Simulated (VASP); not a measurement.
## HgRuPt3: relaxation of cell and atoms with PBE

HgRuPt3:

```
Hg Ru Pt
1.0
     4.74390    0.00000    0.00000
     0.00000    4.74390    0.00000
     0.00000    0.00000    5.49494
Hg Ru Pt
1 1 3
Direct
  0.50000 0.50000 0.19890
  0.00000 0.00000 0.41167
  0.50000 0.50000 0.71817
  0.00000 0.50000 0.56564
  0.50000 0.00000 0.56564
```

```json
{
  "Program": "VASP 6.6.1",
  "Task": "relaxation of cell and atoms",
  "Functional": "PBE",
  "Potentials or basis": "VASP PAW PBE potentials, release 64 (Hg, Ru_pv, Pt)",
  "Cutoff": "600 eV",
  "k mesh": "8 × 8 × 8",
  "Occupations": "gaussian, width 0.1 eV",
  "Spin": "no spin polarisation",
  "Dipole correction": "no",
  "Further INCAR settings": "ALGO = Fast; EDIFF = 1e-07; IBRION = 2; EDIFFG = -0.01; NSW = 100; ISIF = 3"
}
```

- Relaxed volume: 24.86 Å³/atom
- Relaxed cell: a = 4.740 Å, b = 4.740 Å, c = 5.532 Å, α = 90.00°, β = 90.00°, γ = 90.00°
- Space group after relaxing (to 0.1 Å): P4mm (No. 99)
- Energy gained by relaxing: 0.8 meV/atom
- Ionic steps: 7
- Pressure after relaxing: 0.0 GPa
- Largest force after relaxing: 0.006 eV/Å
- Band gap on the k mesh: zero (bands 28 and 29 overlap by 0.59 eV)

Forces on the atoms (eV/Å):
```
Hg   0.000  0.000  0.002
Ru   0.000  0.000  0.002
Pt   0.000  0.000  0.006
Pt   0.000  0.000 -0.005
Pt   0.000  0.000 -0.005
```

Step by step:
```csv
step,energy change (eV),largest force (eV/Å),pressure (GPa),volume (Å³)
1,0.0000,0.1777,0.45,123.66
2,-0.0022,0.0463,-0.58,124.91
3,-0.0027,0.0550,-0.28,124.54
4,-0.0036,0.0984,0.10,124.25
5,-0.0038,0.0593,0.00,124.33
6,-0.0040,0.0215,-0.01,124.30
7,-0.0040,0.0065,-0.01,124.28
```

Final structure:
```xyz
5
Lattice="4.7396 0.0000 0.0000 0.0000 4.7396 0.0000 0.0000 0.0000 5.5324" Properties=species:S:1:pos:R:3 pbc="T T T"
Hg    2.3698    2.3698    1.0967
Ru    0.0000    0.0000    2.2658
Pt    2.3698    2.3698    3.9714
Pt    0.0000    2.3698    3.1378
Pt    2.3698    0.0000    3.1378
```

Levels at points of the mesh, in eV from the Fermi level:
```csv
k point,band 25,band 26,band 27,band 28,band 29,band 30,band 31,band 32
"(0.00, 0.00, 0.00)",-1.50,-1.21,-1.21,0.53,0.71,0.75,1.28,1.28
"(0.50, 0.00, 0.00)",-0.99,-0.64,-0.37,-0.13,0.42,0.47,1.35,2.68
"(0.50, 0.50, 0.00)",-0.59,-0.44,-0.24,0.14,0.35,0.35,0.42,1.03
"(0.00, 0.00, 0.50)",-1.66,-1.24,-1.24,-0.80,0.53,0.68,2.52,2.52
"(0.50, 0.00, 0.50)",-1.29,-0.65,-0.52,-0.14,-0.06,0.33,0.84,1.26
"(0.50, 0.50, 0.50)",-0.69,-0.69,-0.46,-0.05,0.43,0.51,0.51,0.76
```

Wall time 51 min on 1 thread of Intel Xeon 8259CL, on a shared host, peak memory 0.56 GiB.

Caveat: spin-orbit coupling is left out, which moves the levels of the heavy elements.
